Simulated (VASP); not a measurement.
Set up this calculation in VASP 6.6.1, as the native input.

| Item | Value |
| --- | --- |
| Task | relaxation of cell and atoms |
| Functional | LDA |
| Potentials or basis | VASP PAW LDA potentials, release 64 (Ba_sv, Zn) |
| Cutoff | 600 eV |
| k mesh | 7 × 7 × 7, shifted |
| Occupations | fermi-dirac, width 0.1 eV |
| Spin | no spin polarisation |
| Dipole correction | no |
| Further INCAR settings | ALGO = Normal; EDIFF = 1e-06; IBRION = 2; EDIFFG = -0.01; NSW = 80; ISIF = 3 |

The structure of BaZn lies in POSCAR:

```
BaZn
1.0
    4.0785133400      0.0000000000      0.0000000000
    0.0000000000      4.0785133400      0.0000000000
    0.0000000000      0.0000000000      4.0785133400
Ba Zn
1 1
Direct
    0.0000000000      0.0000000000      0.0000000000
    0.5000000000      0.5000000000      0.5000000000
```

One way to write it, as run:

INCAR

```
SYSTEM = BaZn
ALGO     = Normal         ! electronic algorithm
EDIFF    = 1E-6           ! SCF threshold, eV
EDIFFG   = -0.01          ! ionic threshold
ENCUT    = 600            ! plane-wave cutoff, eV
GGA      = CA             ! functional
IBRION   = 2              ! ionic algorithm
ISIF     = 3              ! what is computed and relaxed
ISMEAR   = -1             ! smearing method
LASPH    = .True.         ! aspherical terms in the spheres
LCHARG   = .False.        ! write CHGCAR
LREAL    = .False.        ! projectors in reciprocal space
LWAVE    = .False.        ! write WAVECAR
NELM     = 80             ! most SCF steps
NSW      = 80             ! ionic steps
PREC     = Accurate       ! precision mode
SIGMA    = 0.1            ! smearing width, eV
```

KPOINTS

```
Automatic mesh
0
Gamma
  7 7 7
  0.5 0.5 0.5
```

Potentials or basis: VASP PAW LDA potentials, release 64 (Ba_sv, Zn).

The run is started by

```bash
$ cat potpaw_LDA.64/Ba_sv/POTCAR potpaw_LDA.64/Zn/POTCAR > POTCAR
$ mpirun -np 1 vasp_std > vasp.out
```

Results of the run:

| Quantity | Value |
| --- | --- |
| Relaxed volume | 30.75 Å³/atom |
| Relaxed cell | a = 3.947 Å, b = 3.947 Å, c = 3.947 Å, α = 90.00°, β = 90.00°, γ = 90.00° |
| Space group after relaxing (to 0.1 Å) | Pm-3m (No. 221) |
| Energy gained by relaxing | 23.5 meV/atom |
| Ionic steps | 3 |
| Pressure after relaxing | 0.0 GPa |
| Band gap on the k mesh | zero (bands 11 and 12 overlap by 2.21 eV) |

Caveat: spin-orbit coupling is left out, which moves the levels of the heavy elements.

Run time: 68 s on 1 thread of Intel Xeon 8259CL, on a shared host, peak memory 0.19 GiB.
